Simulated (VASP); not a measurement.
# Zr2O (P4_2/nnm) in VASP: further runs

Zr2O is run at these levels: PBEsol; tasks: single point.

All numbers are computed with VASP 6.6.1; they aren't measurements. Logs are shortened: lines on timing, memory, paths and dates and some standing lists are left out, and cuts for length are marked.

### Step 1. The cell of the first run

The structure is tetragonal, space group P4_2/nnm (No. 134). The conventional cell has a = 4.656 Å, b = 4.656 Å, c = 4.800 Å, α = 90.00°, β = 90.00°, γ = 90.00°. Zr (site symmetry 2/m) has 2 O at 2.04 Å within 2.7 Å. O (site symmetry -42m) has 4 Zr at 2.04 Å within 2.7 Å.

### Step 2. Single point, PBEsol (strain -0.030 along x and y, +0.000 along z)

INCAR

```
SYSTEM = Zr2O
ALGO = Normal
EDIFF = 1E-7
ENCUT = 520
GGA = PS
ISIF = 2
ISMEAR = 0
LASPH = .True.
LCHARG = .True.
LELF = .True.
LREAL = .False.
LVHAR = .True.
LWAVE = .False.
NBANDS = 39
NELM = 60
PREC = Accurate
SIGMA = 0.15
```

KPOINTS

```
k-points
0
Gamma
  10 10 10
  0 0 0
```

POSCAR

```
Zr2O
1.0
    4.6562795393      0.0000000000      0.0000000000
    0.0000000000      4.6562795393      0.0000000000
    0.0000000000      0.0000000000      4.8002881848
Zr O
4 2
Direct
    0.2500000000      0.2500000000      0.7500000000
    0.7500000000      0.2500000000      0.2500000000
    0.2500000000      0.7500000000      0.2500000000
    0.7500000000      0.7500000000      0.7500000000
    0.0000000000      0.0000000000      0.0000000000
    0.5000000000      0.5000000000      0.5000000000
```

Potentials or basis: VASP PAW PBE potentials, release 64 (Zr_sv, O).

Started as:

```console
cat potpaw_PBE.64/Zr_sv/POTCAR potpaw_PBE.64/O/POTCAR > POTCAR
mpirun -np 1 vasp_std > vasp.out
```

OUTCAR:

```text
SYSTEM = Zr2O
   EDIFF = 1E-7
   ENCUT = 520
   GGA = PS
   ISIF = 2
   ISMEAR = 0
   LASPH = .True.
   LREAL = .False.
   NELM = 60
   PREC = Accurate

 ion  position               nearest neighbor table
   1  0.250  0.250  0.750-   5 2.04   6 2.04   4 3.29   4 3.29   4 3.29   4 3.29   3 3.34   3 3.34
                             3 3.34   3 3.34   2 3.34   2 3.34   2 3.34   2 3.34
   2  0.750  0.250  0.250-   5 2.04   6 2.04   3 3.29   3 3.29   3 3.29   3 3.29   4 3.34   1 3.34
                             4 3.34   4 3.34   1 3.34   4 3.34   1 3.34   1 3.34
   3  0.250  0.750  0.250-   5 2.04   6 2.04   2 3.29   2 3.29   2 3.29   2 3.29   4 3.34   1 3.34
                             1 3.34   1 3.34   4 3.34   4 3.34   4 3.34   1 3.34
   4  0.750  0.750  0.750-   5 2.04   6 2.04   1 3.29   1 3.29   1 3.29   1 3.29   3 3.34   2 3.34
                             2 3.34   2 3.34   3 3.34   3 3.34   3 3.34   2 3.34
   5  0.000  0.000  0.000-   1 2.04   2 2.04   3 2.04   4 2.04
   6  0.500  0.500  0.500-   1 2.04   2 2.04   3 2.04   4 2.04

  LATTYP: Found a simple tetragonal cell.
 ALAT       =     4.6562795393
 C/A-ratio  =     1.0309278350

  Lattice vectors:

 A1 = (   4.6562795393,   0.0000000000,   0.0000000000)
 A2 = (   0.0000000000,   4.6562795393,   0.0000000000)
 A3 = (   0.0000000000,   0.0000000000,   4.8002881848)

Analysis of symmetry for initial positions (statically):
=====================================================================
 Subroutine PRICEL returns:
 Original cell was already a primitive cell.

 Routine SETGRP: Setting up the symmetry group for a
 simple tetragonal supercell.

 Subroutine GETGRP returns: Found 16 space group operations
 (whereof  8 operations were pure point group operations)
 out of a pool of 16 trial point group operations.

The static configuration has the point symmetry D_2d.
 The point group associated with its full space group is D_4h.

Analysis of symmetry for dynamics (positions and initial velocities):
=====================================================================
 Subroutine PRICEL returns:
 Original cell was already a primitive cell.

 Routine SETGRP: Setting up the symmetry group for a
 simple tetragonal supercell.

 Subroutine GETGRP returns: Found 16 space group operations
 (whereof  8 operations were pure point group operations)
 out of a pool of 16 trial point group operations.

The dynamic configuration has the point symmetry D_2d.
 The point group associated with its full space group is D_4h.

 Subroutine INISYM returns: Found 16 space group operations
 (whereof  8 operations are pure point group operations),
 and found     1 'primitive' translations

----------------------------------------------------------------------------------------

                                     Primitive cell

  volume of cell :     104.0748

  direct lattice vectors                    reciprocal lattice vectors
     4.656279539  0.000000000  0.000000000     0.214763738  0.000000000  0.000000000
     0.000000000  4.656279539  0.000000000     0.000000000  0.214763738  0.000000000
     0.000000000  0.000000000  4.800288185     0.000000000  0.000000000  0.208320826

  length of vectors
     4.656279539  4.656279539  4.800288185     0.214763738  0.214763738  0.208320826

  position of ions in fractional coordinates (direct lattice)
     0.250000000  0.250000000  0.750000000
     0.750000000  0.250000000  0.250000000
     0.250000000  0.750000000  0.250000000
     0.750000000  0.750000000  0.750000000
     0.000000000  0.000000000  0.000000000
     0.500000000  0.500000000  0.500000000

  ion indices of the primitive-cell ions
   primitive index   ion index
                 1           1
                 2           2
                 3           3
                 4           4
                 5           5
                 6           6

----------------------------------------------------------------------------------------

 KPOINTS: k-points

Automatic generation of k-mesh.
 Grid dimensions read from file:
 generate k-points for:   10   10   10

 Generating k-lattice:

  Cartesian coordinates                     Fractional coordinates (reciprocal lattice)
     0.021476374  0.000000000  0.000000000     0.100000000  0.000000000  0.000000000
     0.000000000  0.021476374  0.000000000     0.000000000  0.100000000  0.000000000
     0.000000000  0.000000000  0.020832083     0.000000000  0.000000000  0.100000000

  Length of vectors
     0.021476374  0.021476374  0.020832083

  Shift w.r.t. Gamma in fractional coordinates (k-lattice)
     0.000000000  0.000000000  0.000000000

 Subroutine IBZKPT returns following result:
 ===========================================

 Found    126 irreducible k-points:

 Following reciprocal coordinates:
            Coordinates               Weight
  0.000000  0.000000  0.000000      1.000000
  0.100000  0.000000  0.000000      4.000000
  0.200000  0.000000  0.000000      4.000000
  0.300000  0.000000  0.000000      4.000000
  0.400000  0.000000  0.000000      4.000000
  0.500000  0.000000  0.000000      2.000000
[... 16 lines left out ...]
  0.100000  0.000000  0.100000      8.000000
  0.200000  0.000000  0.100000      8.000000
 [... further k-points ...]
   k-points           NKPTS =    126   k-points in BZ     NKDIM =    126   number of bands    NBANDS=     39
   number of dos      NEDOS =    301   number of ions     NIONS =      6
   total plane-waves  NPLWV =  46656
   dimension x,y,z NGX =    36 NGY =   36 NGZ =   36
   dimension x,y,z NGXF=    72 NGYF=   72 NGZF=   72
   ions per type =               4   2
   NGX,Y,Z   is equivalent  to a cutoff of  12.85, 12.85, 12.47 a.u.
   NGXF,Y,Z  is equivalent  to a cutoff of  25.71, 25.71, 24.94 a.u.
 SYSTEM =  Zr2O
   PREC   = accura    normal or accurate (medium, high low for compatibility)
   ISTART =      0    job   : 0-new  1-cont  2-samecut
   ICHARG =      2    charge: 1-file 2-atom 10-const
   ISPIN  =      1    spin polarized calculation?
   LNONCOLLINEAR =      F non collinear calculations
   LSORBIT =      F    spin-orbit coupling
   LASPH  =      T    aspherical Exc in radial PAW
   ENCUT  =  520.0 eV  38.22 Ry    6.18 a.u.   8.66  8.66  8.93*2*pi/ulx,y,z
   NELM   =     60;   NELMIN=  2; NELMDL= -5     # of ELM steps
   EDIFF  = 0.1E-06   stopping-criterion for ELM
   LREAL  =      F    real-space projection
   EDIFFG = 0.1E-05   stopping-criterion for IOM
   NSW    =      0    number of steps for IOM
   IBRION =     -1    ionic relax: 0-MD 1-quasi-New 2-CG
   NFREE  =      0    steps in history (QN), initial steepest desc. (CG)
   ISIF   =      2    stress and relaxation
   ISYM   =      2    0-nonsym 1-usesym 2-fastsym
   POTIM  = 0.5000    time-step for ionic-motion
   TEBEG  =    0.0;   TEEND  =   0.0 temperature during run
   PSTRESS=    0.0 pullay stress
   NELECT =      60.0000    total number of electrons
   NUPDOWN=      -1.0000    fix difference up-down
   EMIN   =  10.00;   EMAX   =-10.00  energy-range for DOS
   EFERMI =   0.00;   METHOD = LEGACY
   ISMEAR =     0;   SIGMA  =   0.15  broadening in eV -4-tet -1-fermi 0-gaus
   EFERMI_NEDOS =   21; number of points for ismear=-14 and -15
   IALGO  =     38    algorithm
   IMIX   =      4    mixing-type and parameters
     AMIX     =   0.40;   BMIX     =  1.00
     AMIX_MAG =   1.60;   BMIX_MAG =  1.00
  volume/ion in A,a.u.               =      17.35       117.06
  Fermi-wavevector in a.u.,A,eV,Ry     =   1.362522  2.574793 25.258747  1.856466
  Thomas-Fermi vector in A             =   2.489004
   LORBIT       =      0    0 simple, 1 ext, 2 COOP (PROOUT), +10 PAW based schemes
   GGA     = PS    functional components
   LHFCALC =     F    Hartree Fock is set to
   AEXX    =    0.0000 exact exchange contribution
   IVDW    =     0    specifies the selected vdW correction
   LEPSILON=     F    determine dielectric tensor
   LRPA    =     F    only Hartree local field effects (RPA)
 non-spin polarized calculation
 Gauss-broadening in eV      SIGMA  =   0.15
  energy-cutoff  :      520.00
  volume of cell :      104.07
 maximum number of plane-waves:      2856
 NGX is ok and might be reduce to    36
   NGX = 17   NGY = 17   NGZ = 17

 number of electron      60.0000002 magnetization

 Free energy of the ion-electron system (eV)
  ---------------------------------------------------
  ext. energy  EPLUGINS =         0.00000000
  ---------------------------------------------------
  free energy    TOTEN  =       -56.39087028 eV

  energy without entropy =      -56.29378878  energy(sigma->0) =      -56.34232953

 E-fermi :   8.9732     XC(G=0): -11.3832

 val. band max:        8.9712569845   @ k =   0.3000   0.3000   0.0000
 cond. band min:       8.9795023744   @ k =   0.5000   0.1000   0.2000
 fundamental gap:      0.0082453898
 Fermi energy:         8.9732476752

 k-point     1 :       0.0000    0.0000    0.0000
  band No.  band energies     occupation
      1     -39.9461      2.00000
      2     -39.8087      2.00000
      3     -39.7963      2.00000
      4     -39.7963      2.00000
      5     -19.7181      2.00000
      6     -18.2685      2.00000
[... 31 lines left out ...]
     38      13.2113      0.00000
     39      13.2388      0.00000

 k-point     2 :       0.1000    0.0000    0.0000
  band No.  band energies     occupation
      1     -39.9425      2.00000
      2     -39.8084      2.00000
      3     -39.8000      2.00000
      4     -39.7966      2.00000
      5     -19.6887      2.00000
      6     -18.2671      2.00000
[... 31 lines left out ...]
     38      13.0986      0.00000
     39      13.1361      0.00000

 k-point     3 :       0.2000    0.0000    0.0000
  band No.  band energies     occupation
      1     -39.9319      2.00000
      2     -39.8107      2.00000
      3     -39.8074      2.00000
      4     -39.7974      2.00000
      5     -19.6021      2.00000
      6     -18.3979      2.00000
[... 832 lines left out ...]
 k-point    23 :       0.1000    0.0000    0.1000
  band No.  band energies     occupation
      1     -39.9392      2.00000
      2     -39.8117      2.00000
      3     -39.7999      2.00000
      4     -39.7966      2.00000
      5     -19.6613      2.00000
      6     -18.3356      2.00000
[... 31 lines left out ...]
     38      12.9538      0.00000
     39      12.9710      0.00000

 k-point    24 :       0.2000    0.0000    0.1000
  band No.  band energies     occupation
      1     -39.9289      2.00000
      2     -39.8117      2.00000
      3     -39.8092      2.00000
      4     -39.7977      2.00000
      5     -19.5785      2.00000
      6     -18.4408      2.00000
[... 31 lines left out ...]
     38      12.5669      0.00000
     39      12.6396      0.00000

 [... further k-points ...]

------------------------ aborting loop because EDIFF is reached ----------------------------------------

  FORCE on cell =-STRESS in cart. coord.  units (eV):
  Direction    XX          YY          ZZ          XY          YZ          ZX
  --------------------------------------------------------------------------------------
  -------------------------------------------------------------------------------------
  Total        6.8054578      6.8054578      5.9504266      0.0000000      0.0000000      0.0000000
  in kB      104.7665212    104.7665212     91.6037570      0.0000000      0.0000000      0.0000000
  external PRESSURE =     100.3789331 kB  Pullay stress =       0.0000000 kB

 VOLUME and BASIS-vectors are now :
 -----------------------------------------------------------------------------
  energy-cutoff  :      520.00
  volume of cell :      104.07
      direct lattice vectors                 reciprocal lattice vectors
     4.656279539  0.000000000  0.000000000     0.214763738  0.000000000  0.000000000
     0.000000000  4.656279539  0.000000000     0.000000000  0.214763738  0.000000000
     0.000000000  0.000000000  4.800288185     0.000000000  0.000000000  0.208320826

 POSITION                                       TOTAL-FORCE (eV/Angst)
 -----------------------------------------------------------------------------------
      1.16407      1.16407      3.60022        -0.000000     -0.000000      0.000000
      3.49221      1.16407      1.20007         0.000000     -0.000000     -0.000000
      1.16407      3.49221      1.20007         0.000000      0.000000     -0.000000
      3.49221      3.49221      3.60022        -0.000000      0.000000      0.000000
      0.00000      0.00000      0.00000         0.000000     -0.000000      0.000000
      2.32814      2.32814      2.40014         0.000000     -0.000000      0.000000
 -----------------------------------------------------------------------------------
    total drift:                                0.000000     -0.000000      0.000000

  FREE ENERGIE OF THE ION-ELECTRON SYSTEM (eV)
  ---------------------------------------------------
  free  energy   TOTEN  =       -56.3908702781 eV

  energy  without entropy=      -56.2937887829  energy(sigma->0) =      -56.34232953
```

Wall time 4.1 min (1 thread of Intel Xeon 6975P-C (Granite Rapids), shared host); peak memory 0.47 GiB.

Results:

```
Free energy            : -56.3909 eV
Pressure               : 10.0 GPa
Band gap on the k mesh : zero (band 30 reaches 9.51 eV, above the bottom of band 31 at 8.73 eV)
```

Caveat: the cell differs from its parent crystal (strain -0.030 along x and y, +0.000 along z); the PAW data sets were made with another functional, which shifts forces and pressure a little.

### Step 3. Single point, PBEsol (strain -0.015 along x and y, -0.030 along z)

INCAR

```
PREC = Accurate
ENCUT = 520
EDIFF = 1E-7
ISMEAR = 0
SIGMA = 0.15
LREAL = F
LASPH = T
NELM = 100
ALGO = Normal
ISIF = 2
LWAVE = F
LCHARG = F
GGA = PS
NBANDS = 39
```

KPOINTS

```
Automatic mesh
0
Gamma
  10 10 10
```

Edit POSCAR of step 2 so:

```diff
@@ -2,5 +2,5 @@
 1.0
-    4.6562795393      0.0000000000      0.0000000000
-    0.0000000000      4.6562795393      0.0000000000
-    0.0000000000      0.0000000000      4.8002881848
+    4.7282838620      0.0000000000      0.0000000000
+    0.0000000000      4.7282838620      0.0000000000
+    0.0000000000      0.0000000000      4.6562795393
 Zr O
```

Potentials or basis: VASP PAW PBE potentials, release 64 (Zr_sv, O).

Started as:

```console
cat potpaw_PBE.64/Zr_sv/POTCAR potpaw_PBE.64/O/POTCAR > POTCAR
mpirun -np 1 vasp_std > vasp.out
```

Run time: 4.7 min. Hardware: 1 thread of Intel Xeon 6975P-C (Granite Rapids), shared host; peak memory 0.47 GiB.

The run converged. Its results:

| Quantity | Value |
| --- | --- |
| Free energy | -56.3988 eV |
| Pressure | 10.1 GPa |
| Band gap on the k mesh | zero (band 30 reaches 9.57 eV, above the bottom of band 31 at 8.76 eV) |

Stress tensor (GPa, compression positive):
```
 9.87  0.00  0.00
 0.00  9.87  0.00
 0.00  0.00 10.42
```

Levels at points of the mesh, in eV from the Fermi level:
| k point | band 28 | band 29 | band 30 | band 31 | band 32 | band 33 |
| --- | --- | --- | --- | --- | --- | --- |
| (0.00, 0.00, 0.00) | -1.88 | -1.88 | -1.81 | 2.08 | 2.20 | 2.47 |
| (0.50, 0.00, 0.00) | -0.68 | -0.35 | -0.35 | -0.20 | -0.20 | 1.21 |
| (0.50, 0.50, 0.00) | -1.44 | 0.04 | 0.04 | 0.10 | 0.10 | 0.87 |
| (0.00, 0.00, 0.50) | -0.68 | -0.30 | -0.30 | -0.16 | -0.16 | 1.32 |
| (0.50, 0.00, 0.50) | -1.44 | 0.00 | 0.00 | 0.13 | 0.13 | 0.87 |
| (0.50, 0.50, 0.50) | 0.04 | 0.19 | 0.54 | 0.65 | 0.65 | 1.63 |

Caveat: the cell differs from its parent crystal (strain -0.015 along x and y, -0.030 along z); the PAW data sets were made with another functional, which shifts forces and pressure a little.

(Part 1 of 2 ends here.)
